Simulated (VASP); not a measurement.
A run of VASP 6.6.1:

Contents of INCAR:

```
SYSTEM = Sr
ALGO = Normal
EDIFF = 1E-6
ENCUT = 520
GGA = CA
ISIF = 2
ISMEAR = 0
LASPH = .TRUE.
LCHARG = .FALSE.
LREAL = .FALSE.
LWAVE = .FALSE.
NBANDS = 11
NELM = 60
PREC = Accurate
SIGMA = 0.15
```

The input KPOINTS:

```
k-points
0
G
  14 14 14
  0 0 0
```

POSCAR

```
Sr
1.0
   -2.3522500000      2.3522500000      2.3522500000
    2.3522500000     -2.3522500000      2.3522500000
    2.3522500000      2.3522500000     -2.3522500000
Sr
1
Direct
    0.0000000000      0.0000000000      0.0000000000
```

Potentials or basis: VASP PAW LDA potentials, release 64 (Sr_sv).

The run is started by

```sh
$ cat potpaw_LDA.64/Sr_sv/POTCAR > POTCAR
$ mpirun -np 1 vasp_std > vasp.out
```

Hardware: 1 thread of AMD EPYC 7R13 Processor (Zen 3) (shared host).

Estimate the wall time of this run.

Run time: 36 s on 1 thread of AMD EPYC 7R13 Processor (Zen 3), with other jobs on the host, peak memory 0.16 GiB. Counts: scf iterations 11, k points 104.
